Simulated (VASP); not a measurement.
# Si (Fd-3m) in VASP: notebook

Runs on Si. Level: PBE. Tasks: electric field gradients.

Everything below comes from runs of VASP 6.6.1. Logs are shortened: lines on timing, memory, paths and dates and some standing lists are left out, and cuts for length are marked.

**1. The cell of the first run**

Symmetry: Fd-3m, No. 227, cubic system. The conventional cell has a = 5.449 Å, b = 5.449 Å, c = 5.449 Å, α = 90.00°, β = 90.00°, γ = 90.00°. Si (site symmetry -43m) has 4 Si at 2.36 Å within 3.1 Å.

**2. Electric field gradients, PBE (volume scaled by 1.01)**

Contents of INCAR:

```
PREC = Accurate
ENCUT = 520
EDIFF = 1E-8
ISMEAR = -1
SIGMA = 0.08
LREAL = False
LASPH = True
NELM = 60
ALGO = Normal
ISIF = 2
LWAVE = False
LCHARG = False
GGA = PE
LEFG = True
NBANDS = 11
```

Contents of KPOINTS:

```
regular mesh
0
Gamma
  11 11 11
```

Contents of POSCAR:

```
Si
1.0
    0.0000000000      2.7244915613      2.7244915613
    2.7244915613      0.0000000000      2.7244915613
    2.7244915613      2.7244915613      0.0000000000
Si
2
Direct
    0.5000000000      0.5000000000      0.5000000000
    0.7500000000      0.7500000000      0.7500000000
```

Potentials or basis: VASP PAW PBE potentials, release 64 (Si).

Started as:

```sh
cat potpaw_PBE.64/Si/POTCAR > POTCAR
mpirun -np 1 vasp_std > vasp.out
```

OUTCAR:

```text
PREC = Accurate
   ENCUT = 520
   EDIFF = 1E-8
   ISMEAR = -1
   LREAL = False
   LASPH = True
   NELM = 60
   ISIF = 2
   GGA = PE

 ion  position               nearest neighbor table
   1  0.500  0.500  0.500-   2 2.36   2 2.36   2 2.36   2 2.36
   2  0.750  0.750  0.750-   1 2.36   1 2.36   1 2.36   1 2.36

  LATTYP: Found a face centered cubic cell.
 ALAT       =     5.4489831226

  Lattice vectors:

 A1 = (   0.0000000000,   2.7244915613,   2.7244915613)
 A2 = (   2.7244915613,   0.0000000000,   2.7244915613)
 A3 = (   2.7244915613,   2.7244915613,   0.0000000000)

Analysis of symmetry for initial positions (statically):
=====================================================================
 Subroutine PRICEL returns:
 Original cell was already a primitive cell.

 Routine SETGRP: Setting up the symmetry group for a
 face centered cubic supercell.

 Subroutine GETGRP returns: Found 48 space group operations
 (whereof 24 operations were pure point group operations)
 out of a pool of 48 trial point group operations.

The static configuration has the point symmetry T_d .
 The point group associated with its full space group is O_h .

Analysis of symmetry for dynamics (positions and initial velocities):
=====================================================================
 Subroutine PRICEL returns:
 Original cell was already a primitive cell.

 Routine SETGRP: Setting up the symmetry group for a
 face centered cubic supercell.

 Subroutine GETGRP returns: Found 48 space group operations
 (whereof 24 operations were pure point group operations)
 out of a pool of 48 trial point group operations.

The dynamic configuration has the point symmetry T_d .
 The point group associated with its full space group is O_h .

 Subroutine INISYM returns: Found 48 space group operations
 (whereof 24 operations are pure point group operations),
 and found     1 'primitive' translations

----------------------------------------------------------------------------------------

                                     Primitive cell

  volume of cell :      40.4470

  direct lattice vectors                    reciprocal lattice vectors
     0.000000000  2.724491561  2.724491561    -0.183520480  0.183520480  0.183520480
     2.724491561  0.000000000  2.724491561     0.183520480 -0.183520480  0.183520480
     2.724491561  2.724491561  0.000000000     0.183520480  0.183520480 -0.183520480
[... 128 lines left out ...]
  free energy    TOTEN  =       -10.84830270 eV

  energy without entropy =      -10.84802335  energy(sigma->0) =      -10.84816302

 E-fermi :   6.0110     XC(G=0):  -9.3697

 val. band max:        5.7240598676   @ k =   0.0000   0.0000   0.0000
 cond. band min:       6.3404214055   @ k =   0.4545   0.4545   0.0000
 fundamental gap:      0.6163615379
 Fermi energy:         6.0110066778

 k-point     1 :       0.0000    0.0000    0.0000
  band No.  band energies     occupation
      1      -6.1642      2.00000
      2       5.7241      1.94612
      3       5.7241      1.94612
      4       5.7241      1.94612
      5       8.2857      0.00000
      6       8.2857      0.00000
      7       8.2857      0.00000
      8       8.9819      0.00000
      9      13.4391      0.00000
     10      13.4391      0.00000
     11      13.6445      0.00000
[... 309 lines left out ...]
 k-point    24 :      -0.1818    0.1818    0.0000
  band No.  band energies     occupation
      1      -5.0506      2.00000
      2       1.6676      2.00000
      3       3.0689      2.00000
      4       5.0435      1.99999
      5       8.6918      0.00000
      6       9.4605      0.00000
      7       9.7555      0.00000
      8      11.3716      0.00000
      9      11.8203      0.00000
     10      15.6602      0.00000
     11      16.3255      0.00000

 [... further k-points ...]
[... 5 lines left out ...]
  --------------------------------------------------------------------------------------
  -------------------------------------------------------------------------------------
  Total        0.2470706      0.2470706      0.2470706      0.0000000     -0.0000000     -0.0000000
  in kB        9.7869027      9.7869027      9.7869027      0.0000000     -0.0000000     -0.0000000
  external PRESSURE =       9.7869027 kB  Pullay stress =       0.0000000 kB

 VOLUME and BASIS-vectors are now :
 -----------------------------------------------------------------------------
  energy-cutoff  :      520.00
  volume of cell :       40.45
      direct lattice vectors                 reciprocal lattice vectors
     0.000000000  2.724491561  2.724491561    -0.183520480  0.183520480  0.183520480
     2.724491561  0.000000000  2.724491561     0.183520480 -0.183520480  0.183520480
     2.724491561  2.724491561  0.000000000     0.183520480  0.183520480 -0.183520480

 POSITION                                       TOTAL-FORCE (eV/Angst)
 -----------------------------------------------------------------------------------
      2.72449      2.72449      2.72449        -0.000000     -0.000000     -0.000000
      4.08674      4.08674      4.08674         0.000000      0.000000      0.000000
 -----------------------------------------------------------------------------------
    total drift:                                0.000000     -0.000000     -0.000000

  FREE ENERGIE OF THE ION-ELECTRON SYSTEM (eV)
  ---------------------------------------------------
  free  energy   TOTEN  =       -10.8483026995 eV

  energy  without entropy=      -10.8480233473  energy(sigma->0) =      -10.84816302

 Electric field gradients (V/A^2)
---------------------------------------------------------------------
 ion       V_xx      V_yy      V_zz      V_xy      V_xz      V_yz
---------------------------------------------------------------------
   1       0.000     0.000     0.000     0.000     0.000     0.000
   2       0.000     0.000     0.000     0.000     0.000     0.000
---------------------------------------------------------------------

 Electric field gradients after diagonalization (V/A^2)
 (convention: |V_zz| > |V_xx| > |V_yy|)
----------------------------------------------------------------------
 ion       V_xx      V_yy      V_zz     asymmetry (V_yy - V_xx)/ V_zz
----------------------------------------------------------------------
   1      -0.000    -0.000     0.000       0.000
   2      -0.000    -0.000     0.000       0.000
----------------------------------------------------------------------

           NMR quadrupolar parameters

 Cq : quadrupolar parameter    Cq=e*Q*V_zz/h
 eta: asymmetry parameters     (V_yy - V_xx)/ V_zz
 Q  : nuclear electric quadrupole moment in mb (millibarn)
----------------------------------------------------------------------
 ion       Cq(MHz)       eta       Q (mb)
----------------------------------------------------------------------
   1       0.000       0.000       1.000
   2       0.000       0.000       1.000
----------------------------------------------------------------------
```

OSZICAR:

```text
N       E                     dE             d eps       ncg     rms          rms(c)
DAV:   1     0.910044390684E+01    0.91004E+01   -0.33881E+03  1232   0.596E+02
DAV:   2    -0.104138832002E+02   -0.19514E+02   -0.18689E+02  1660   0.878E+01
DAV:   3    -0.110181557075E+02   -0.60427E+00   -0.60285E+00  1567   0.135E+01
DAV:   4    -0.110224851954E+02   -0.43295E-02   -0.43290E-02  1487   0.143E+00
DAV:   5    -0.110225257079E+02   -0.40513E-04   -0.40512E-04  1579   0.128E-01    0.482E+00
DAV:   6    -0.109021236489E+02    0.12040E+00   -0.68317E-02  1400   0.107E+00    0.293E+00
DAV:   7    -0.108468110803E+02    0.55313E-01   -0.13242E-01  1397   0.161E+00    0.175E-01
DAV:   8    -0.108480696631E+02   -0.12586E-02   -0.59117E-03  1414   0.413E-01    0.802E-02
DAV:   9    -0.108482768732E+02   -0.20721E-03   -0.19866E-04  1540   0.862E-02    0.591E-02
DAV:  10    -0.108483019389E+02   -0.25066E-04   -0.21899E-05  1473   0.269E-02    0.555E-03
DAV:  11    -0.108483025084E+02   -0.56952E-06   -0.20007E-06  1534   0.736E-03    0.319E-03
DAV:  12    -0.108483026485E+02   -0.14007E-06   -0.44746E-07  1406   0.417E-03    0.195E-03
DAV:  13    -0.108483026930E+02   -0.44497E-07   -0.46144E-09  1448   0.446E-04    0.230E-04
DAV:  14    -0.108483026995E+02   -0.65401E-08   -0.51522E-10   835   0.152E-04
   1 F= -.10848303E+02 E0= -.10848163E+02  d E =-.279352E-03
```

stdout:

```text
POSCAR found type information on POSCAR Si
 POSCAR found :  1 types and       2 ions
 scaLAPACK will be used
 LDA part: xc-table for (Slater+PW92), standard interpolation
 POSCAR, INCAR and KPOINTS ok, starting setup
 FFT: planning ... GRIDC
 FFT: planning ... GRID_SOFT
 FFT: planning ... GRID
 WAVECAR not read
 entering main loop
ion   1

ion   2
```

Run time: 21 s. Hardware: 1 thread of Intel Xeon 6975P-C, shared host; peak memory 0.17 GiB.

Results:

```yaml
Free_energy: -10.8483 eV
Pressure: 1.0 GPa
Band_gap_on_the_k_mesh: 0.62 eV, indirect (least direct gap 2.56 eV)
```

Levels at points of the mesh, in eV from the valence-band top:
```csv
k point,band 1,band 2,band 3,band 4,band 5,band 6,band 7,band 8
"(0.00, 0.00, 0.00)",-11.89,0.00,0.00,0.00,2.56,2.56,2.56,3.26
```

Caveat: the cell differs from its parent crystal (volume scaled by 1.01); without QUAD_EFG the Cq values of the log hold for a quadrupole moment of 1 mb, not for the nuclei. A k mesh can miss the band edges.

**3. Electric field gradients, PBE**

This run uses another cell than the first one, of 20.02 Å³/atom, 0.990 times its volume.

Contents of INCAR:

```
SYSTEM = Si
PREC = Accurate
ENCUT = 520
EDIFF = 1E-8
ISMEAR = -1
SIGMA = 0.08
LREAL = .FALSE.
LASPH = .TRUE.
NELM = 60
ALGO = Normal
ISIF = 2
LWAVE = .FALSE.
LCHARG = .FALSE.
GGA = PE
LEFG = .TRUE.
NBANDS = 11
```

Contents of KPOINTS:

```
Automatic mesh
0
G
  11 11 11
  0 0 0
```

Contents of POSCAR:

```
Si
1.0
    0.0000000000      2.7154700000      2.7154700000
    2.7154700000      0.0000000000      2.7154700000
    2.7154700000      2.7154700000      0.0000000000
Si
2
Direct
    0.5000000000      0.5000000000      0.5000000000
    0.7500000000      0.7500000000      0.7500000000
```

Potentials or basis: VASP PAW PBE potentials, release 64 (Si).

Started as:

```sh
cat potpaw_PBE.64/Si/POTCAR > POTCAR
mpirun -np 1 vasp_std > vasp.out
```

OUTCAR:

```text
SYSTEM = Si
   PREC = Accurate
   ENCUT = 520
   EDIFF = 1E-8
   ISMEAR = -1
   LREAL = .FALSE.
   LASPH = .TRUE.
   NELM = 60
   ISIF = 2
   GGA = PE

 ion  position               nearest neighbor table
   1  0.500  0.500  0.500-   2 2.35   2 2.35   2 2.35   2 2.35
   2  0.750  0.750  0.750-   1 2.35   1 2.35   1 2.35   1 2.35

  LATTYP: Found a face centered cubic cell.
 ALAT       =     5.4309400000

  Lattice vectors:

 A1 = (   0.0000000000,   2.7154700000,   2.7154700000)
 A2 = (   2.7154700000,   0.0000000000,   2.7154700000)
 A3 = (   2.7154700000,   2.7154700000,   0.0000000000)

Analysis of symmetry for initial positions (statically):
=====================================================================
 Subroutine PRICEL returns:
 Original cell was already a primitive cell.

 Routine SETGRP: Setting up the symmetry group for a
 face centered cubic supercell.

 Subroutine GETGRP returns: Found 48 space group operations
 (whereof 24 operations were pure point group operations)
 out of a pool of 48 trial point group operations.

The static configuration has the point symmetry T_d .
 The point group associated with its full space group is O_h .

Analysis of symmetry for dynamics (positions and initial velocities):
=====================================================================
 Subroutine PRICEL returns:
 Original cell was already a primitive cell.

 Routine SETGRP: Setting up the symmetry group for a
 face centered cubic supercell.

 Subroutine GETGRP returns: Found 48 space group operations
 (whereof 24 operations were pure point group operations)
 out of a pool of 48 trial point group operations.

The dynamic configuration has the point symmetry T_d .
 The point group associated with its full space group is O_h .

[... 164 lines left out ...]
     10      13.5444      0.00000
     11      13.7841      0.00000
[... 309 lines left out ...]
 k-point    24 :      -0.1818    0.1818    0.0000
  band No.  band energies     occupation
      1      -5.0086      2.00000
      2       1.7576      2.00000
      3       3.1413      2.00000
      4       5.1391      1.99999
      5       8.8187      0.00000
      6       9.5732      0.00000
      7       9.8741      0.00000
      8      11.5121      0.00000
      9      11.9123      0.00000
     10      15.8329      0.00000
     11      16.4826      0.00000

 [... further k-points ...]
[... 5 lines left out ...]
  --------------------------------------------------------------------------------------
  -------------------------------------------------------------------------------------
  Total        0.4811820      0.4811820      0.4811820      0.0000000      0.0000000      0.0000000
  in kB       19.2510733     19.2510733     19.2510733      0.0000000      0.0000000      0.0000000
  external PRESSURE =      19.2510733 kB  Pullay stress =       0.0000000 kB

 VOLUME and BASIS-vectors are now :
 -----------------------------------------------------------------------------
  energy-cutoff  :      520.00
  volume of cell :       40.05
      direct lattice vectors                 reciprocal lattice vectors
     0.000000000  2.715470000  2.715470000    -0.184130187  0.184130187  0.184130187
     2.715470000  0.000000000  2.715470000     0.184130187 -0.184130187  0.184130187
     2.715470000  2.715470000  0.000000000     0.184130187  0.184130187 -0.184130187

 POSITION                                       TOTAL-FORCE (eV/Angst)
 -----------------------------------------------------------------------------------
      2.71547      2.71547      2.71547        -0.000000     -0.000000     -0.000000
      4.07320      4.07320      4.07320         0.000000      0.000000      0.000000
 -----------------------------------------------------------------------------------
    total drift:                                0.000000     -0.000000     -0.000000

  FREE ENERGIE OF THE ION-ELECTRON SYSTEM (eV)
  ---------------------------------------------------
  free  energy   TOTEN  =       -10.8446585354 eV

  energy  without entropy=      -10.8443543453  energy(sigma->0) =      -10.84450644

 Electric field gradients (V/A^2)
---------------------------------------------------------------------
 ion       V_xx      V_yy      V_zz      V_xy      V_xz      V_yz
---------------------------------------------------------------------
   1       0.000    -0.000     0.000     0.000     0.000     0.000
   2       0.000    -0.000     0.000     0.000     0.000     0.000
---------------------------------------------------------------------

 Electric field gradients after diagonalization (V/A^2)
 (convention: |V_zz| > |V_xx| > |V_yy|)
----------------------------------------------------------------------
 ion       V_xx      V_yy      V_zz     asymmetry (V_yy - V_xx)/ V_zz
----------------------------------------------------------------------
   1      -0.000    -0.000     0.000       0.000
   2      -0.000    -0.000     0.000       0.000
----------------------------------------------------------------------

           NMR quadrupolar parameters

 Cq : quadrupolar parameter    Cq=e*Q*V_zz/h
 eta: asymmetry parameters     (V_yy - V_xx)/ V_zz
 Q  : nuclear electric quadrupole moment in mb (millibarn)
----------------------------------------------------------------------
 ion       Cq(MHz)       eta       Q (mb)
----------------------------------------------------------------------
   1       0.000       0.000       1.000
   2       0.000       0.000       1.000
----------------------------------------------------------------------
```

stdout:

```text
POSCAR found type information on POSCAR Si
 POSCAR found :  1 types and       2 ions
 scaLAPACK will be used
 LDA part: xc-table for (Slater+PW92), standard interpolation
 POSCAR, INCAR and KPOINTS ok, starting setup
 FFT: planning ... GRIDC
 FFT: planning ... GRID_SOFT
 FFT: planning ... GRID
 WAVECAR not read
 entering main loop
ion   1

ion   2
```

Wall time 29 s (1 thread of Intel Xeon 6975P-C, shared host); peak memory 0.17 GiB.

Results:

| Property | Result |
| --- | --- |
| Free energy | -10.8447 eV |
| Pressure | 1.9 GPa |
| Band gap on the k mesh | 0.60 eV, indirect (least direct gap 2.57 eV) |

Levels at points of the mesh, in eV from the valence-band top:
```csv
k point,band 1,band 2,band 3,band 4,band 5,band 6,band 7,band 8
"(0.00, 0.00, 0.00)",-11.96,0.00,0.00,0.00,2.57,2.57,2.57,3.37
```

Caveat: without QUAD_EFG the Cq values of the log hold for a quadrupole moment of 1 mb, not for the nuclei.
